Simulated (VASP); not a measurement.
Here is a VASP 6.6.1 calculation.

File POSCAR:

```
CsC
1.0
    3.9291816700      0.0000000000      0.0000000000
   -1.9645908300      3.4027711400      0.0000000000
    0.0000000000      0.0000000000      5.8243269500
Cs C
1 1
Direct
    0.0161270000      0.0070670000     -0.0011790000
    0.0115570000      0.0212560000      0.5044060000
```

INCAR.step1

```
PREC     = Accurate       # precision mode
ENCUT    = 520            # plane-wave cutoff, eV
ISMEAR   = -1             # smearing method
SIGMA    = 0.01           # smearing width, eV
LREAL    = False          # projectors in reciprocal space
LASPH    = True           # aspherical terms in the spheres
NELM     = 100            # most SCF steps
NBANDS   = 14             # bands
GGA      = PE             # functional
ALGO     = Normal         # electronic algorithm
EDIFF    = 1E-4           # SCF threshold, eV
LWAVE    = True           # write WAVECAR
LCHARG   = False          # write CHGCAR
```

File INCAR.step2:

```
PREC     = Accurate       # precision mode
ENCUT    = 520            # plane-wave cutoff, eV
EDIFF    = 1E-6           # SCF threshold, eV
ISMEAR   = -1             # smearing method
SIGMA    = 0.01           # smearing width, eV
LREAL    = False          # projectors in reciprocal space
LASPH    = True           # aspherical terms in the spheres
NELM     = 100            # most SCF steps
ALGO     = Normal         # electronic algorithm
ISIF     = 2              # what is computed and relaxed
LWAVE    = False          # write WAVECAR
LCHARG   = False          # write CHGCAR
METAGGA  = R2SCAN         # meta-GGA
LMIXTAU  = True         
NBANDS   = 14             # bands
ISTART   = 1
```

KPOINTS

```
regular mesh
0
Gamma
  6 6 4
```

Potentials or basis: VASP PAW PBE potentials, release 64 (Cs_sv, C).

Command:

```bash
$ cat potpaw_PBE.64/Cs_sv/POTCAR potpaw_PBE.64/C/POTCAR > POTCAR
$ cp INCAR.step1 INCAR
$ mpirun -np 1 vasp_std > vasp.out
$ cp INCAR.step2 INCAR
$ mpirun -np 1 vasp_std > vasp.out
```

Q: Estimate the largest force.

A: 0.137 eV/Å.

Q: Predict the pressure.

A: -1.3 GPa.

Stress tensor (GPa, compression positive):
```
-0.89  0.01  0.01
 0.01 -0.89 -0.02
 0.01 -0.02 -1.97
```

Caveat: the PAW data sets were made with another functional, which shifts forces and pressure a little; an odd number of electrons without spin polarisation forces a metal; a magnetic or distorted state may lie lower.
